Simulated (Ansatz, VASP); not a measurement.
**Two plane-wave programs on Cd**

INCAR

```
SYSTEM = Cd
  PREC = Accurate
  ENCUT = 520
  EDIFF = 1E-6
  ISMEAR = 0
  SIGMA = 0.1
  LREAL = .False.
  LASPH = .True.
  NELM = 80
  ALGO = Normal
  ISIF = 2
  LWAVE = .False.
  LCHARG = .False.
  GGA = PS
  NBANDS = 12
```

KPOINTS

```
regular mesh
0
Gamma
  14 14 14
  0 0 0
```

File POSCAR:

```
Cd
1.0
    0.0000000000      2.4297575066      2.4297575066
    2.4297575066      0.0000000000      2.4297575066
    2.4297575066      2.4297575066      0.0000000000
Cd
1
Direct
    0.0000000000      0.0000000000      0.0000000000
```

Input for Ansatz:

```yaml
crystal:
  lattice:
    - [0.0, 2.4297575066, 2.4297575066]
    - [2.4297575066, 0.0, 2.4297575066]
    - [2.4297575066, 2.4297575066, 0.0]
  atoms:
    - { symbol: Cd, position: [0.0, 0.0, 0.0] }
basis:
  ecutwfc: 420
kpoints:
  mp_grid: { grid: [14, 14, 14] }
hamiltonian:
  xc: pbesol
scf:
  occupations: { method: gaussian, width: 0.1 }
output:
  forces: true
  stress: true
  eigenvalues: true
```

Alike in both runs: task single point; functional PBEsol; k mesh 14 × 14 × 14; occupations gaussian, width 0.1 eV; no spin polarisation.

```csv
,VASP,Ansatz
version,VASP 6.6.1,Ansatz 0.2.0
potentials or method,"VASP PAW PBE potentials, release 64 (Cd), cutoff 520 eV","scalar-relativistic, plane waves, PAW"
valence electrons in the cell,12,20
```

```csv
,VASP,Ansatz,Ansatz less VASP
gap on the k mesh at the Fermi level (eV),none,none,-
pressure (GPa),-7.1,-7.2,-0.07
```

VASP's potentials were made for PBE, not for PBEsol. A gap of «none» marks a metal or a gap that the smearing closes. VASP's potentials hold 12 valence electrons a cell and Ansatz's 20, so a difference there can come from the potentials and not from the codes.
